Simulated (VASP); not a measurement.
# TaN (P6/mmm) in VASP: a series of runs

The runs below take TaN through single point, with LDA.

Program: VASP 6.6.1. These are calculated values, not measurements. Logs are shortened: lines on timing, memory, paths and dates and some standing lists are left out, and cuts for length are marked.

## (1) The cell of the first run

The structure is hexagonal, space group P6/mmm (No. 191). The conventional cell has a = 5.191 Å, b = 5.191 Å, c = 2.908 Å, α = 90.00°, β = 90.00°, γ = 120.00°. Ta (site symmetry 6/mmm) has 6 N at 2.60 Å and 14 Ta at 2.91 to 3.33 Å within 3.4 Å. Ta (site symmetry -6m2) has 6 N at 2.09 Å within 2.8 Å. N (site symmetry mmm) has 6 Ta at 2.09 to 2.60 Å and 4 N at 2.60 Å within 2.8 Å.

## (2) Single point, LDA

INCAR

```
PREC = Accurate
ENCUT = 600
EDIFF = 1E-6
ISMEAR = -1
SIGMA = 0.1
LREAL = F
LASPH = T
NELM = 120
ALGO = Normal
ISIF = 2
LWAVE = F
LCHARG = F
NBANDS = 36
GGA_COMPAT = F
```

KPOINTS

```
regular mesh
0
Gamma
  2 2 3
```

POSCAR

```
TaN
1.0
    5.1910000000      0.0000000000      0.0000000000
   -2.5955000000      4.4955378700      0.0000000000
    0.0000000000      0.0000000000      2.9080000000
Ta N
3 3
Direct
    0.0000000000      0.0000000000      0.0000000000
    0.3333333333      0.6666666667      0.5000000000
    0.6666666667      0.3333333333      0.5000000000
    0.5000000000      0.0000000000      0.0000000000
    0.5000000000      0.5000000000      0.0000000000
    0.0000000000      0.5000000000      0.0000000000
```

Potentials or basis: VASP PAW LDA potentials, release 64 (Ta_sv_GW, N).

On the command line:

```
cat potpaw_LDA.64/Ta_sv_GW/POTCAR potpaw_LDA.64/N/POTCAR > POTCAR
mpirun -np 1 vasp_std > vasp.out
```

OUTCAR:

```text
PREC = Accurate
   ENCUT = 600
   EDIFF = 1E-6
   ISMEAR = -1
   LREAL = F
   LASPH = T
   NELM = 120
   ISIF = 2

 ion  position               nearest neighbor table
   1  0.000  0.000  0.000-
   2  0.333  0.667  0.500-   4 2.09   4 2.09   6 2.09   6 2.09   5 2.09   5 2.09   3 3.00   3 3.00
                             3 3.00
   3  0.667  0.333  0.500-   4 2.09   4 2.09   6 2.09   6 2.09   5 2.09   5 2.09   2 3.00   2 3.00
                             2 3.00
   4  0.500  0.000  0.000-   2 2.09   3 2.09   2 2.09   3 2.09
   5  0.500  0.500  0.000-   2 2.09   3 2.09   2 2.09   3 2.09
   6  0.000  0.500  0.000-   2 2.09   3 2.09   2 2.09   3 2.09

  LATTYP: Found a hexagonal cell.
 ALAT       =     5.1910000000
 C/A-ratio  =     0.5602003468

  Lattice vectors:

 A1 = (   5.1910000000,   0.0000000000,   0.0000000000)
 A2 = (  -2.5955000000,   4.4955378700,   0.0000000000)
 A3 = (   0.0000000000,   0.0000000000,   2.9080000000)

Analysis of symmetry for initial positions (statically):
=====================================================================
 Subroutine PRICEL returns:
 Original cell was already a primitive cell.

 Routine SETGRP: Setting up the symmetry group for a
 hexagonal supercell.

 Subroutine GETGRP returns: Found 24 space group operations
 (whereof 24 operations were pure point group operations)
 out of a pool of 24 trial point group operations.

The static configuration has the point symmetry D_6h.

Analysis of symmetry for dynamics (positions and initial velocities):
=====================================================================
 Subroutine PRICEL returns:
 Original cell was already a primitive cell.

 Routine SETGRP: Setting up the symmetry group for a
 hexagonal supercell.

 Subroutine GETGRP returns: Found 24 space group operations
 (whereof 24 operations were pure point group operations)
 out of a pool of 24 trial point group operations.

The dynamic configuration has the point symmetry D_6h.

 Subroutine INISYM returns: Found 24 space group operations
 (whereof 24 operations are pure point group operations),
 and found     1 'primitive' translations

----------------------------------------------------------------------------------------

                                     Primitive cell

  volume of cell :      67.8621

  direct lattice vectors                    reciprocal lattice vectors
     5.191000000  0.000000000  0.000000000     0.192641110  0.111221397  0.000000000
    -2.595500000  4.495537870  0.000000000     0.000000000  0.222442793  0.000000000
     0.000000000  0.000000000  2.908000000     0.000000000  0.000000000  0.343878955

  length of vectors
     5.191000000  5.190999999  2.908000000     0.222442793  0.222442793  0.343878955

  position of ions in fractional coordinates (direct lattice)
     0.000000000  0.000000000  0.000000000
     0.333333333  0.666666667  0.500000000
     0.666666667  0.333333333  0.500000000
     0.500000000  0.000000000  0.000000000
     0.500000000  0.500000000  0.000000000
     1.000000000  0.500000000  0.000000000

  ion indices of the primitive-cell ions
   primitive index   ion index
                 1           1
                 2           2
                 3           3
                 4           4
                 5           5
                 6           6

----------------------------------------------------------------------------------------

 KPOINTS: regular mesh

Automatic generation of k-mesh.
 Grid dimensions read from file:
 generate k-points for:    2    2    3

 Generating k-lattice:

  Cartesian coordinates                     Fractional coordinates (reciprocal lattice)
     0.096320555  0.055610698  0.000000000     0.500000000 -0.000000000  0.000000000
     0.000000000  0.111221397  0.000000000     0.000000000  0.500000000  0.000000000
     0.000000000  0.000000000  0.114626318     0.000000000  0.000000000  0.333333333

  Length of vectors
     0.111221396  0.111221397  0.114626318

  Shift w.r.t. Gamma in fractional coordinates (k-lattice)
     0.000000000  0.000000000  0.000000000

 Subroutine IBZKPT returns following result:
 ===========================================

 Found      4 irreducible k-points:

 Following reciprocal coordinates:
            Coordinates               Weight
  0.000000  0.000000  0.000000      1.000000
  0.500000  0.000000  0.000000      3.000000
  0.000000  0.000000  0.333333      2.000000
  0.500000  0.000000  0.333333      6.000000
   k-points           NKPTS =      4   k-points in BZ     NKDIM =      4   number of bands    NBANDS=     36
   number of dos      NEDOS =    301   number of ions     NIONS =      6
   total plane-waves  NPLWV =  42336
   dimension x,y,z NGX =    42 NGY =   42 NGZ =   24
   dimension x,y,z NGXF=    84 NGYF=   84 NGZF=   48
   ions per type =               3   3
   NGX,Y,Z   is equivalent  to a cutoff of  13.45, 13.45, 13.72 a.u.
   NGXF,Y,Z  is equivalent  to a cutoff of  26.90, 26.90, 27.44 a.u.
 SYSTEM =  unknown system
   PREC   = accura    normal or accurate (medium, high low for compatibility)
   ISTART =      0    job   : 0-new  1-cont  2-samecut
   ICHARG =      2    charge: 1-file 2-atom 10-const
   ISPIN  =      1    spin polarized calculation?
   LNONCOLLINEAR =      F non collinear calculations
   LSORBIT =      F    spin-orbit coupling
   LASPH  =      T    aspherical Exc in radial PAW
   ENCUT  =  600.0 eV  44.10 Ry    6.64 a.u.  10.37 10.37  5.81*2*pi/ulx,y,z
   NELM   =    120;   NELMIN=  2; NELMDL= -5     # of ELM steps
   EDIFF  = 0.1E-05   stopping-criterion for ELM
   LREAL  =      F    real-space projection
   EDIFFG = 0.1E-04   stopping-criterion for IOM
   NSW    =      0    number of steps for IOM
   IBRION =     -1    ionic relax: 0-MD 1-quasi-New 2-CG
   NFREE  =      0    steps in history (QN), initial steepest desc. (CG)
   ISIF   =      2    stress and relaxation
   ISYM   =      2    0-nonsym 1-usesym 2-fastsym
   POTIM  = 0.5000    time-step for ionic-motion
   TEBEG  =    0.0;   TEEND  =   0.0 temperature during run
   PSTRESS=    0.0 pullay stress
   NELECT =      54.0000    total number of electrons
   NUPDOWN=      -1.0000    fix difference up-down
   EMIN   =  10.00;   EMAX   =-10.00  energy-range for DOS
   EFERMI =   0.00;   METHOD = LEGACY
   ISMEAR =    -1;   SIGMA  =   0.10  broadening in eV -4-tet -1-fermi 0-gaus
   EFERMI_NEDOS =   21; number of points for ismear=-14 and -15
   IALGO  =     38    algorithm
   IMIX   =      4    mixing-type and parameters
     AMIX     =   0.40;   BMIX     =  1.00
     AMIX_MAG =   1.60;   BMIX_MAG =  1.00
  volume/ion in A,a.u.               =      11.31        76.33
  Fermi-wavevector in a.u.,A,eV,Ry     =   1.517040  2.866790 31.312592  2.301411
  Thomas-Fermi vector in A             =   2.626349
   LORBIT       =      0    0 simple, 1 ext, 2 COOP (PROOUT), +10 PAW based schemes
   GGA     = CA    functional components
   LHFCALC =     F    Hartree Fock is set to
   AEXX    =    0.0000 exact exchange contribution
   IVDW    =     0    specifies the selected vdW correction
   LEPSILON=     F    determine dielectric tensor
   LRPA    =     F    only Hartree local field effects (RPA)
 non-spin polarized calculation
  energy-cutoff  :      600.00
  volume of cell :       67.86
 maximum number of plane-waves:      2280
 NGX is ok and might be reduce to    42
   NGX = 21   NGY = 21   NGZ = 11

 number of electron      53.9999997 magnetization

 Free energy of the ion-electron system (eV)
  ---------------------------------------------------
  ext. energy  EPLUGINS =         0.00000000
  ---------------------------------------------------
  free energy    TOTEN  =       -79.00139031 eV

  energy without entropy =      -78.94996594  energy(sigma->0) =      -78.97567812

 E-fermi :  11.3289     XC(G=0): -13.6502

 val. band max:       11.2070504010   @ k =   0.0000   0.0000   0.3333
 cond. band min:      12.0845282117   @ k =   0.0000   0.0000   0.3333
 fundamental gap:      0.8774778107
 Fermi energy:        11.3288912711

 k-point     1 :       0.0000    0.0000    0.0000
  band No.  band energies     occupation
      1     -57.0120      2.00000
      2     -56.9622      2.00000
      3     -56.8688      2.00000
      4     -24.0973      2.00000
      5     -24.0973      2.00000
      6     -23.7910      2.00000
[... 28 lines left out ...]
     35      15.0188      0.00000
     36      15.0188      0.00000

 k-point     2 :       0.5000    0.0000    0.0000
  band No.  band energies     occupation
      1     -56.9945      2.00000
      2     -56.9787      2.00000
      3     -56.8702      2.00000
      4     -24.1867      2.00000
      5     -23.9759      2.00000
      6     -23.8102      2.00000
[... 28 lines left out ...]
     35      15.5451      0.00000
     36      15.7541      0.00000

 k-point     3 :       0.0000    0.0000    0.3333
  band No.  band energies     occupation
      1     -56.9746      2.00000
      2     -56.9269      2.00000
      3     -56.8410      2.00000
      4     -24.2396      2.00000
      5     -24.0335      2.00000
      6     -23.9774      2.00000
[... 28 lines left out ...]
     35      15.2075      0.00000
     36      15.9104      0.00000

 k-point     4 :       0.5000    0.0000    0.3333
  band No.  band energies     occupation
      1     -56.9584      2.00000
      2     -56.9426      2.00000
      3     -56.8413      2.00000
      4     -24.1998      2.00000
      5     -24.1043      2.00000
      6     -24.0248      2.00000
[... 28 lines left out ...]
     35      15.3269      0.00000
     36      16.9855      0.00000

------------------------ aborting loop because EDIFF is reached ----------------------------------------

  FORCE on cell =-STRESS in cart. coord.  units (eV):
  Direction    XX          YY          ZZ          XY          YZ          ZX
  --------------------------------------------------------------------------------------
  -------------------------------------------------------------------------------------
  Total       -1.5085416     -1.5085416     -2.6654406      0.0000000     -0.0000000      0.0000000
  in kB      -35.6156433    -35.6156433    -62.9292411      0.0000000     -0.0000000      0.0000000
  external PRESSURE =     -44.7201759 kB  Pullay stress =       0.0000000 kB

 VOLUME and BASIS-vectors are now :
 -----------------------------------------------------------------------------
  energy-cutoff  :      600.00
  volume of cell :       67.86
      direct lattice vectors                 reciprocal lattice vectors
     5.191000000  0.000000000  0.000000000     0.192641110  0.111221397  0.000000000
    -2.595500000  4.495537870  0.000000000     0.000000000  0.222442793  0.000000000
     0.000000000  0.000000000  2.908000000     0.000000000  0.000000000  0.343878955

 POSITION                                       TOTAL-FORCE (eV/Angst)
 -----------------------------------------------------------------------------------
      0.00000      0.00000      0.00000        -0.000000      0.000000      0.000000
     -0.00000      2.99703      1.45400        -0.000000      0.000000      0.000000
      2.59550      1.49851      1.45400         0.000000      0.000000      0.000000
      2.59550      0.00000      0.00000        -0.000000      0.000000      0.000000
      1.29775      2.24777      0.00000        -0.000000      0.000000      0.000000
     -1.29775      2.24777      0.00000        -0.000000      0.000000      0.000000
 -----------------------------------------------------------------------------------
    total drift:                                0.000000      0.000000     -0.000000

  FREE ENERGIE OF THE ION-ELECTRON SYSTEM (eV)
  ---------------------------------------------------
  free  energy   TOTEN  =       -79.0013903095 eV

  energy  without entropy=      -78.9499659399  energy(sigma->0) =      -78.97567812
```

It took 31 s on 1 thread of Intel Xeon 6975P-C (Granite Rapids), shared host; peak memory 0.16 GiB.

Results:

```
Free energy            : -79.0014 eV
Pressure               : -4.5 GPa
Band gap on the k mesh : zero (band 27 reaches 11.21 eV, above the bottom of band 28 at 10.54 eV)
```

Levels at points of the mesh, in eV from the Fermi level:
```csv
k point,band 23,band 24,band 25,band 26,band 27,band 28,band 29,band 30,band 31,band 32
"(0.00, 0.00, 0.00)",-2.33,-2.33,-1.80,-1.63,-0.79,-0.79,1.29,1.29,1.71,2.69
"(0.50, 0.00, 0.00)",-3.97,-2.95,-2.22,-1.08,-0.21,1.88,2.34,2.35,2.81,2.90
```

Caveat: the k points lie up to 0.72 Å⁻¹ apart; spin-orbit coupling is left out, which moves the levels of the heavy elements.

## (3) Single point, LDA

INCAR

```
SYSTEM = TaN
ALGO = Normal
EDIFF = 1E-6
ENCUT = 600
GGA_COMPAT = .False.
ISIF = 2
ISMEAR = -1
LASPH = .True.
LCHARG = .False.
LREAL = .False.
LWAVE = .False.
NBANDS = 36
NELM = 120
PREC = Accurate
SIGMA = 0.1
```

KPOINTS

```
k-points
0
Gamma
  3 3 5
  0 0 0
```

POSCAR is that of step 2.

Potentials or basis: VASP PAW LDA potentials, release 64 (Ta_sv_GW, N).

On the command line:

```
cat potpaw_LDA.64/Ta_sv_GW/POTCAR potpaw_LDA.64/N/POTCAR > POTCAR
mpirun -np 1 vasp_std > vasp.out
```

Wall time 42 s (1 thread of AMD EPYC 7R43 (Zen 3), shared host); peak memory 0.14 GiB.

It converged, with:

- Free energy: -78.6616 eV
- Pressure: -3.5 GPa
- Band gap on the k mesh: zero (band 27 reaches 12.30 eV, above the bottom of band 28 at 10.60 eV)

Stress tensor (GPa, compression positive):
```
-2.73  0.00  0.00
 0.00 -2.73  0.00
 0.00  0.00 -5.08
```

Levels at points of the mesh, in eV from the Fermi level:
| k point | band 24 | band 25 | band 26 | band 27 | band 28 | band 29 | band 30 | band 31 |
| --- | --- | --- | --- | --- | --- | --- | --- | --- |
| (0.00, 0.00, 0.00) | -2.80 | -2.28 | -1.87 | -1.09 | -1.09 | 0.98 | 0.98 | 1.43 |

Caveat: the k points lie up to 0.47 Å⁻¹ apart; spin-orbit coupling is left out, which moves the levels of the heavy elements.
